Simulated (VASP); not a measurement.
# Pb (C2/m) in VASP: settings compared

The runs below take Pb through single point, with LDA, r2SCAN.

Everything below comes from runs of VASP 6.6.1. Logs are shortened: lines on timing, memory, paths and dates and some standing lists are left out, and cuts for length are marked.

### 1 The cell of the first run

The structure is monoclinic, space group C2/m (No. 12). Conventional cell: a = 6.077 Å, b = 3.501 Å, c = 6.452 Å, α = 90.00°, β = 109.14°, γ = 90.00°. Pb (site symmetry m) has 10 Pb at 3.34 to 3.51 Å within 4.4 Å.

### 2 Single point, LDA

The input, INCAR:

```
PREC = Accurate
ENCUT = 520
EDIFF = 1E-6
ISMEAR = -1
SIGMA = 0.05
LREAL = False
LASPH = True
NELM = 60
ALGO = Fast
ISIF = 2
LWAVE = False
LCHARG = True
GGA = CA
LELF = True
LVHAR = True
NBANDS = 21
```

The input, KPOINTS:

```
regular mesh
0
Gamma
  9 9 5
```

The input, POSCAR:

```
Pb
1.0
    3.0386068135     -1.7503199600      0.0000000000
    3.0386068135      1.7503199600      0.0000000000
   -2.1154626375      0.0000000000      6.0952248674
Pb
2
Direct
    0.9085084100      0.9085084100      0.7262922000
    0.0914915900      0.0914915900      0.2737078000
```

Potentials or basis: VASP PAW LDA potentials, release 64 (Pb_d).

The run is started by

```bash
$ cat potpaw_LDA.64/Pb_d/POTCAR > POTCAR
$ mpirun -np 1 vasp_std > vasp.out
```

OUTCAR:

```text
PREC = Accurate
   ENCUT = 520
   EDIFF = 1E-6
   ISMEAR = -1
   LREAL = False
   LASPH = True
   NELM = 60
   ISIF = 2
   GGA = CA

 ion  position               nearest neighbor table
   1  0.909  0.909  0.726-   2 3.34   2 3.41   2 3.41   2 3.45
   2  0.091  0.091  0.274-   1 3.34   1 3.41   1 3.41   1 3.45

  LATTYP: Found a base centered monoclinic cell.
 ALAT       =     6.0772136270
 B/A-ratio  =     0.5760271293
 C/A-ratio  =     1.0616534713
 COS(beta)  =    -0.3278823751

  Lattice vectors:

 A1 = (   3.0386068135,  -1.7503199600,   0.0000000000)
 A2 = (   3.0386068135,   1.7503199600,   0.0000000000)
 A3 = (  -2.1154626375,   0.0000000000,   6.0952248674)

Analysis of symmetry for initial positions (statically):
=====================================================================
 Subroutine PRICEL returns:
 Original cell was already a primitive cell.

 Routine SETGRP: Setting up the symmetry group for a
 base centered monoclinic supercell.

 Subroutine GETGRP returns: Found  4 space group operations
 (whereof  4 operations were pure point group operations)
 out of a pool of  4 trial point group operations.

The static configuration has the point symmetry C_2h.

Analysis of symmetry for dynamics (positions and initial velocities):
=====================================================================
 Subroutine PRICEL returns:
 Original cell was already a primitive cell.

 Routine SETGRP: Setting up the symmetry group for a
 base centered monoclinic supercell.

 Subroutine GETGRP returns: Found  4 space group operations
 (whereof  4 operations were pure point group operations)
 out of a pool of  4 trial point group operations.

The dynamic configuration has the point symmetry C_2h.

 Subroutine INISYM returns: Found  4 space group operations
 (whereof  4 operations are pure point group operations),
 and found     1 'primitive' translations

----------------------------------------------------------------------------------------

                                     Primitive cell

  volume of cell :      64.8353

  direct lattice vectors                    reciprocal lattice vectors
     3.038606813 -1.750319960  0.000000000     0.164549095 -0.285662057  0.057109864
     3.038606813  1.750319960  0.000000000     0.164549095  0.285662057  0.057109864
    -2.115462637  0.000000000  6.095224867     0.000000000  0.000000000  0.164062856

  length of vectors
     3.506672401  3.506672401  6.451894943     0.334575480  0.334575480  0.164062856

  position of ions in fractional coordinates (direct lattice)
     0.908508410  0.908508410  0.726292200
     0.091491590  0.091491590  0.273707800

  ion indices of the primitive-cell ions
   primitive index   ion index
                 1           1
                 2           2

----------------------------------------------------------------------------------------

 KPOINTS: regular mesh

Automatic generation of k-mesh.
 Grid dimensions read from file:
 generate k-points for:    9    9    5

 Generating k-lattice:

  Cartesian coordinates                     Fractional coordinates (reciprocal lattice)
     0.018283233 -0.031740229  0.006345540     0.111111111  0.000000000 -0.000000000
     0.018283233  0.031740229  0.006345540     0.000000000  0.111111111 -0.000000000
     0.000000000  0.000000000  0.032812571     0.000000000  0.000000000  0.200000000

  Length of vectors
     0.037175053  0.037175053  0.032812571

  Shift w.r.t. Gamma in fractional coordinates (k-lattice)
     0.000000000  0.000000000  0.000000000

 Subroutine IBZKPT returns following result:
 ===========================================

 Found    115 irreducible k-points:

 Following reciprocal coordinates:
            Coordinates               Weight
  0.000000  0.000000  0.000000      1.000000
  0.111111  0.000000 -0.000000      4.000000
  0.222222 -0.000000 -0.000000      4.000000
  0.333333  0.000000 -0.000000      4.000000
  0.444444 -0.000000 -0.000000      4.000000
  0.111111  0.111111 -0.000000      2.000000
[... 16 lines left out ...]
 -0.333333  0.333333  0.000000      2.000000
  0.444444  0.444444 -0.000000      2.000000
 [... further k-points ...]
   k-points           NKPTS =    115   k-points in BZ     NKDIM =    115   number of bands    NBANDS=     21
   number of dos      NEDOS =    301   number of ions     NIONS =      2
   total plane-waves  NPLWV =  37632
   dimension x,y,z NGX =    28 NGY =   28 NGZ =   48
   dimension x,y,z NGXF=    56 NGYF=   56 NGZF=   96
   ions per type =               2
   NGX,Y,Z   is equivalent  to a cutoff of  13.27, 13.27, 12.37 a.u.
   NGXF,Y,Z  is equivalent  to a cutoff of  26.55, 26.55, 24.74 a.u.
 SYSTEM =  unknown system
   PREC   = accura    normal or accurate (medium, high low for compatibility)
   ISTART =      0    job   : 0-new  1-cont  2-samecut
   ICHARG =      2    charge: 1-file 2-atom 10-const
   ISPIN  =      1    spin polarized calculation?
[... 38 lines left out ...]
  energy-cutoff  :      520.00
  volume of cell :       64.84
 maximum number of plane-waves:      1772
 NGX is ok and might be reduce to    28
   NGX = 13   NGY = 13   NGZ = 23

 number of electron      27.9999996 magnetization

 Free energy of the ion-electron system (eV)
  ---------------------------------------------------
  ext. energy  EPLUGINS =         0.00000000
  ---------------------------------------------------
  free energy    TOTEN  =        -8.34532997 eV

  energy without entropy =       -8.33713616  energy(sigma->0) =       -8.34123306

 E-fermi :   6.2016     XC(G=0): -10.0937

 val. band max:        6.1941656543   @ k =   0.3333   0.2222  -0.0000
 cond. band min:       6.2434894150   @ k =  -0.3333  -0.4444   0.4000
 fundamental gap:      0.0493237607
 Fermi energy:         6.2015503302

 k-point     1 :       0.0000    0.0000    0.0000
  band No.  band energies     occupation
      1     -10.8326      2.00000
      2     -10.7128      2.00000
      3     -10.7124      2.00000
      4     -10.7100      2.00000
      5     -10.7086      2.00000
      6     -10.6938      2.00000
[... 13 lines left out ...]
     20      15.6023      0.00000
     21      16.3021      0.00000

 k-point     2 :       0.1111    0.0000   -0.0000
  band No.  band energies     occupation
      1     -10.8217      2.00000
      2     -10.7279      2.00000
      3     -10.7163      2.00000
      4     -10.6879      2.00000
      5     -10.6837      2.00000
      6     -10.6619      2.00000
[... 13 lines left out ...]
     20      15.6165      0.00000
     21      16.5042      0.00000

 k-point     3 :       0.2222   -0.0000   -0.0000
  band No.  band energies     occupation
      1     -10.8029      2.00000
      2     -10.7556      2.00000
      3     -10.7347      2.00000
      4     -10.6698      2.00000
      5     -10.6415      2.00000
      6     -10.6174      2.00000
[... 13 lines left out ...]
     20      14.5567      0.00000
     21      15.7310      0.00000

 k-point     4 :       0.3333    0.0000   -0.0000
  band No.  band energies     occupation
      1     -10.8144      2.00000
      2     -10.7760      2.00000
      3     -10.7521      2.00000
      4     -10.7208      2.00000
      5     -10.6380      2.00000
      6     -10.5552      2.00000
[... 13 lines left out ...]
     20      13.9151      0.00000
     21      14.5904      0.00000

 k-point     5 :       0.4444   -0.0000   -0.0000
  band No.  band energies     occupation
      1     -10.8356      2.00000
      2     -10.7942      2.00000
      3     -10.7759      2.00000
      4     -10.7314      2.00000
      5     -10.6453      2.00000
      6     -10.5458      2.00000
[... 13 lines left out ...]
     20      13.6471      0.00000
     21      14.4945      0.00000
[... 382 lines left out ...]
     20      14.4183      0.00000
     21      14.5744      0.00000

 k-point    22 :      -0.4444    0.3333   -0.0000
  band No.  band energies     occupation
      1     -10.8035      2.00000
      2     -10.7555      2.00000
      3     -10.7056      2.00000
      4     -10.6833      2.00000
      5     -10.6461      2.00000
      6     -10.5750      2.00000
[... 13 lines left out ...]
     20      14.0435      0.00000
     21      15.7833      0.00000

 k-point    23 :      -0.3333    0.3333    0.0000
  band No.  band energies     occupation
      1     -10.7912      2.00000
      2     -10.7461      2.00000
      3     -10.7077      2.00000
      4     -10.6146      2.00000
      5     -10.6072      2.00000
      6     -10.5982      2.00000
[... 13 lines left out ...]
     20      14.5476      0.00000
     21      16.2333      0.00000

 k-point    24 :       0.4444    0.4444   -0.0000
  band No.  band energies     occupation
      1     -10.8861      2.00000
      2     -10.7532      2.00000
      3     -10.7343      2.00000
      4     -10.7080      2.00000
      5     -10.7062      2.00000
      6     -10.5548      2.00000
[... 13 lines left out ...]
     20      13.4534      0.00000
     21      15.1133      0.00000

 [... further k-points ...]

------------------------ aborting loop because EDIFF is reached ----------------------------------------

  FORCE on cell =-STRESS in cart. coord.  units (eV):
  Direction    XX          YY          ZZ          XY          YZ          ZX
  --------------------------------------------------------------------------------------
  -------------------------------------------------------------------------------------
  Total       -1.2537057     -1.2596154     -1.3129227      0.0000000      0.0000000     -0.0010491
  in kB      -30.9809339    -31.1269720    -32.4442737      0.0000000      0.0000000     -0.0259257
  external PRESSURE =     -31.5173932 kB  Pullay stress =       0.0000000 kB

 VOLUME and BASIS-vectors are now :
 -----------------------------------------------------------------------------
  energy-cutoff  :      520.00
  volume of cell :       64.84
      direct lattice vectors                 reciprocal lattice vectors
     3.038606813 -1.750319960  0.000000000     0.164549095 -0.285662057  0.057109864
     3.038606813  1.750319960  0.000000000     0.164549095  0.285662057  0.057109864
    -2.115462637  0.000000000  6.095224867     0.000000000  0.000000000  0.164062856

 POSITION                                       TOTAL-FORCE (eV/Angst)
 -----------------------------------------------------------------------------------
      3.98476      0.00000      4.42691         0.024509      0.000000     -0.169950
     -0.02300      0.00000      1.66831        -0.024509      0.000000      0.169950
 -----------------------------------------------------------------------------------
    total drift:                                0.000000      0.000000     -0.000000

  FREE ENERGIE OF THE ION-ELECTRON SYSTEM (eV)
  ---------------------------------------------------
  free  energy   TOTEN  =        -8.3453299651 eV

  energy  without entropy=       -8.3371361636  energy(sigma->0) =       -8.34123306
```

Wall time 54 s (1 thread of Intel Xeon 6975P-C (Granite Rapids), shared host); peak memory 0.24 GiB.

What came out:

| Quantity | Value |
| --- | --- |
| Free energy | -8.3453 eV |
| Pressure | -3.2 GPa |
| Largest force | 0.172 eV/Å |
| Band gap on the k mesh | zero (band 14 reaches 12.40 eV, above the bottom of band 15 at 4.85 eV) |

Forces on the atoms (eV/Å):
```
Pb   0.025  0.000 -0.170
Pb  -0.025  0.000  0.170
```

Caveat: spin-orbit coupling is left out, which moves the levels of the heavy elements.

### 3 Single point, LDA

This run uses another cell than the first one, of 33.07 Å³/atom, 1.020 times its volume.

The input, INCAR:

```
SYSTEM = Pb
PREC = Accurate ; ENCUT = 520
EDIFF = 1E-6 ; ISMEAR = -1
SIGMA = 0.05 ; LREAL = .FALSE.
LASPH = .TRUE. ; NELM = 80
ALGO = Fast ; ISIF = 2
LWAVE = .FALSE. ; LCHARG = .TRUE.
GGA = CA ; LELF = .TRUE.
LVHAR = .TRUE. ; NBANDS = 21
```

The input, KPOINTS:

```
regular mesh
0
G
  9 9 5
  0 0 0
```

The input, POSCAR:

```
Pb
1.0
    3.0587306239     -1.7619118207      0.0000000000
    3.0587306239      1.7619118207      0.0000000000
   -2.1294727321      0.0000000000      6.1355917714
Pb
2
Direct
    0.9085084100      0.9085084100      0.7262922000
    0.0914915900      0.0914915900      0.2737078000
```

Potentials or basis: VASP PAW LDA potentials, release 64 (Pb_d).

The run is started by

```bash
$ cat potpaw_LDA.64/Pb_d/POTCAR > POTCAR
$ mpirun -np 1 vasp_std > vasp.out
```

It took 56 s on 1 thread of Intel Xeon 6975P-C (Granite Rapids), shared host; peak memory 0.25 GiB.

Results (log left out):

```yaml
Free_energy: -8.3178 eV
Pressure: -3.8 GPa
Largest_force: 0.203 eV/Å
Band_gap_on_the_k_mesh: zero (band 14 reaches 12.07 eV, above the bottom of band 15 at 4.67 eV)
```

Forces in eV/Å, atoms in the order of the input:
```
Pb   0.024  0.000 -0.202
Pb  -0.024  0.000  0.202
```

Stress tensor (GPa, compression positive):
```
-3.73  0.00 -0.01
 0.00 -3.76  0.00
-0.01  0.00 -3.91
```

Levels at points of the mesh, in eV from the Fermi level:
```
           k point  band 11  band 12  band 13  band 14  band 15  band 16  band 17  band 18
(0.00, 0.00, 0.00)   -11.32    -8.35    -3.85     6.07     6.25     6.30     6.36     6.47
```

Caveat: spin-orbit coupling is left out, which moves the levels of the heavy elements.

### 4 Single point, LDA

This run uses another cell than the first one, of 33.71 Å³/atom, 1.040 times its volume.

The input, INCAR:

```
SYSTEM = Pb
ALGO = Fast ; EDIFF = 1E-7
ENCUT = 520 ; GGA = CA
ISIF = 2 ; ISMEAR = -1
LASPH = .TRUE. ; LCHARG = .TRUE.
LELF = .TRUE. ; LREAL = .FALSE.
LVHAR = .TRUE. ; LWAVE = .FALSE.
NBANDS = 21 ; NELM = 60
PREC = Accurate ; SIGMA = 0.05
```

The input, KPOINTS:

```
k-points
0
G
  9 9 5
  0 0 0
```

The input, POSCAR:

```
Pb
1.0
    3.0785930676     -1.7733531272      0.0000000000
    3.0785930676      1.7733531272      0.0000000000
   -2.1433008646      0.0000000000      6.1754343928
Pb
2
Direct
    0.9085084100      0.9085084100      0.7262922000
    0.0914915900      0.0914915900      0.2737078000
```

The run is started by

```bash
$ cat potpaw_LDA.64/Pb_d/POTCAR > POTCAR
$ mpirun -np 1 vasp_std > vasp.out
```

Run time: 64 s. Hardware: 1 thread of Intel Xeon 6975P-C (Granite Rapids), shared host; peak memory 0.25 GiB.

The run converged. Its results:

```yaml
Free_energy: -8.2853 eV
Pressure: -4.4 GPa
Largest_force: 0.232 eV/Å
Band_gap_on_the_k_mesh: zero (band 14 reaches 11.75 eV, above the bottom of band 15 at 4.50 eV)
```

Forces in eV/Å, atoms in the order of the input:
```
Pb   0.023  0.000 -0.231
Pb  -0.023  0.000  0.231
```

Stress tensor (GPa, compression positive):
```
-4.28  0.00 -0.01
 0.00 -4.32  0.00
-0.01  0.00 -4.49
```

Levels at points of the mesh, in eV from the Fermi level:
```tsv
k point	band 10	band 11	band 12	band 13	band 14	band 15	band 16	band 17	band 18	band 19
(0.00, 0.00, 0.00)	-16.72	-11.20	-8.33	-3.76	5.96	6.12	6.17	6.23	6.33	9.04
```

Caveat: spin-orbit coupling is left out, which moves the levels of the heavy elements.

### 5 Single point, LDA

This run uses another cell than the first one, of 34.36 Å³/atom, 1.060 times its volume.

The input, INCAR:

```
SYSTEM = Pb
PREC = Accurate
ENCUT = 520
EDIFF = 1E-7
ISMEAR = -1
SIGMA = 0.05
LREAL = .False.
LASPH = .True.
NELM = 100
ALGO = Fast
ISIF = 2
LWAVE = .False.
LCHARG = .False.
GGA = CA
NBANDS = 21
```

The input, KPOINTS:

```
regular mesh
0
Gamma
  9 9 5
  0 0 0
```

The input, POSCAR:

```
Pb
1.0
    3.0982024693     -1.7846486746      0.0000000000
    3.0982024693      1.7846486746      0.0000000000
   -2.1569528306      0.0000000000      6.2147694303
Pb
2
Direct
    0.9085084100      0.9085084100      0.7262922000
    0.0914915900      0.0914915900      0.2737078000
```

The run is started by

```bash
$ cat potpaw_LDA.64/Pb_d/POTCAR > POTCAR
$ mpirun -np 1 vasp_std > vasp.out
```

Wall time 75 s (1 thread of Intel Xeon 6975P-C (Granite Rapids), shared host); peak memory 0.25 GiB.

Results (log left out):

```
Free energy            : -8.2485 eV
Pressure               : -4.9 GPa
Largest force          : 0.258 eV/Å
Band gap on the k mesh : zero (band 14 reaches 11.45 eV, above the bottom of band 15 at 4.34 eV)
```

Forces on the atoms (eV/Å):
```
Pb   0.022  0.000 -0.257
Pb  -0.022  0.000  0.257
```

Stress tensor (GPa, compression positive):
```
-4.79  0.00 -0.01
 0.00 -4.82  0.00
-0.01  0.00 -5.01
```

Levels at points of the mesh, in eV from the Fermi level:
```tsv
k point	band 11	band 12	band 13	band 14	band 15	band 16	band 17	band 18
(0.00, 0.00, 0.00)	-11.09	-8.30	-3.68	5.84	5.99	6.04	6.10	6.21
```

Caveat: spin-orbit coupling is left out, which moves the levels of the heavy elements.

### 6 Single point, r2SCAN

This run uses another cell than the first one, of 30.47 Å³/atom, 0.940 times its volume.

The input, POSCAR:

```
Pb
1.0
    2.9765770244     -1.7145891186      0.0000000000
    2.9765770244      1.7145891186      0.0000000000
   -2.0722778132      0.0000000000      5.9707976096
Pb
2
Direct
    0.9085084100      0.9085084100      0.7262922000
    0.0914915900      0.0914915900      0.2737078000
```

The input, INCAR.step1:

```
  PREC = Accurate
  ENCUT = 520
  ISMEAR = -1
  SIGMA = 0.05
  LREAL = F
  LASPH = T
  NELM = 100
  NBANDS = 21
  GGA = PE
  ALGO = Normal
  EDIFF = 1E-4
  LWAVE = T
  LCHARG = F
```

The input, INCAR.step2:

```
  PREC = Accurate
  ENCUT = 520
  EDIFF = 1E-7
  ISMEAR = -1
  SIGMA = 0.05
  LREAL = F
  LASPH = T
  NELM = 100
  ALGO = Normal
  ISIF = 2
  LWAVE = F
  LCHARG = F
  METAGGA = R2SCAN
  LMIXTAU = T
  NBANDS = 21
  ISTART = 1
```

The input, KPOINTS:

```
regular mesh
0
Gamma
  9 9 5
```

Potentials or basis: VASP PAW PBE potentials, release 64 (Pb_d).

The run is started by

```bash
$ cat potpaw_PBE.64/Pb_d/POTCAR > POTCAR
$ cp INCAR.step1 INCAR
$ mpirun -np 1 vasp_std > vasp.out
$ cp INCAR.step2 INCAR
$ mpirun -np 1 vasp_std > vasp.out
```

Wall time 3.1 min (1 thread of Intel Xeon 6975P-C (Granite Rapids), shared host); peak memory 0.27 GiB.

The run converged. Its results:

```
Free energy            : -112.4483 eV
Pressure               : 2.6 GPa
Largest force          : 0.037 eV/Å
Band gap on the k mesh : zero (band 14 reaches 14.05 eV, above the bottom of band 15 at 5.58 eV)
```

Forces in eV/Å, atoms in the order of the input:
```
Pb   0.030  0.000 -0.022
Pb  -0.030  0.000  0.022
```

Stress tensor (GPa, compression positive):
```
2.52 0.00 0.06
0.00 2.76 0.00
0.06 0.00 2.45
```

Levels at points of the mesh, in eV from the Fermi level:
| k point | band 12 | band 13 | band 14 | band 15 | band 16 | band 17 |
| --- | --- | --- | --- | --- | --- | --- |
| (0.00, 0.00, 0.00) | -8.83 | -4.44 | 6.94 | 7.18 | 7.24 | 7.27 |

Caveat: the PAW data sets were made with another functional, which shifts forces and pressure a little; spin-orbit coupling is left out, which moves the levels of the heavy elements.

### 7 Overview

| level | potentials or basis | cell | gap on the mesh (eV) | pressure (GPa) | largest force (eV/Å) |
| --- | --- | --- | --- | --- | --- |
| LDA | VASP PAW LDA potentials, release 64 (Pb_d) | a = 3.507, b = 3.507, c = 6.452 Å, angles 106.5, 106.5, 59.9°, 2 atoms | none | -3.2 | 0.17 |
| LDA | VASP PAW LDA potentials, release 64 (Pb_d) | a = 3.530, b = 3.530, c = 6.495 Å, angles 106.5, 106.5, 59.9°, 2 atoms | none | -3.8 | 0.20 |
| LDA | VASP PAW LDA potentials, release 64 (Pb_d) | a = 3.553, b = 3.553, c = 6.537 Å, angles 106.5, 106.5, 59.9°, 2 atoms | none | -4.4 | 0.23 |
| LDA | VASP PAW LDA potentials, release 64 (Pb_d) | a = 3.575, b = 3.575, c = 6.578 Å, angles 106.5, 106.5, 59.9°, 2 atoms | none | -4.9 | 0.26 |
| r2SCAN | VASP PAW PBE potentials, release 64 (Pb_d) | a = 3.435, b = 3.435, c = 6.320 Å, angles 106.5, 106.5, 59.9°, 2 atoms | none | 2.6 | 0.04 |

Alike in all rows: task single point; no spin polarisation; k mesh 9 × 9 × 5; cutoff (eV) 520; smearing fermi-dirac 0.05 eV.

Caveats: spin-orbit coupling is left out, which moves the levels of the heavy elements; the PAW data sets were made with another functional, which shifts forces and pressure a little (some runs).

Absolute energies hang on the potentials; compare differences alone.
